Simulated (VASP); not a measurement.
A run of VASP 6.6.1:

File INCAR:

```
SYSTEM = BAs
PREC = Accurate
ENCUT = 500
EDIFF = 1E-6
ISMEAR = 0
SIGMA = 0.01
LREAL = .False.
LASPH = .True.
NELM = 120
ALGO = Normal
ISIF = 2
LWAVE = .False.
LCHARG = .False.
GGA = PE
NBANDS = 11
GGA_COMPAT = .False.
```

The input KPOINTS:

```
Automatic mesh
0
Gamma
  8 8 8
  0 0 0
```

The input POSCAR:

```
BAs
1.0
    0.0000000000      2.4044093165      2.4044093165
    2.4044093165      0.0000000000      2.4044093165
    2.4044093165      2.4044093165      0.0000000000
B As
1 1
Direct
    0.0000000000      0.0000000000      0.0000000000
    0.7500000000      0.7500000000      0.7500000000
```

Potentials or basis: VASP PAW PBE potentials, release 64 (B, As).

Command:

```bash
$ cat potpaw_PBE.64/B/POTCAR potpaw_PBE.64/As/POTCAR > POTCAR
$ mpirun -np 1 vasp_std > vasp.out
```

Hardware: 1 thread of Intel(R) Xeon(R) 6975P-C (Granite Rapids) (shared host).

**Question.** How long does it take, and how much memory?

**Answer.** Wall time 5.2 s on 1 thread of Intel(R) Xeon(R) 6975P-C (Granite Rapids) (shared host), peak memory 0.16 GiB. Counts: scf iterations 12, k points 29.
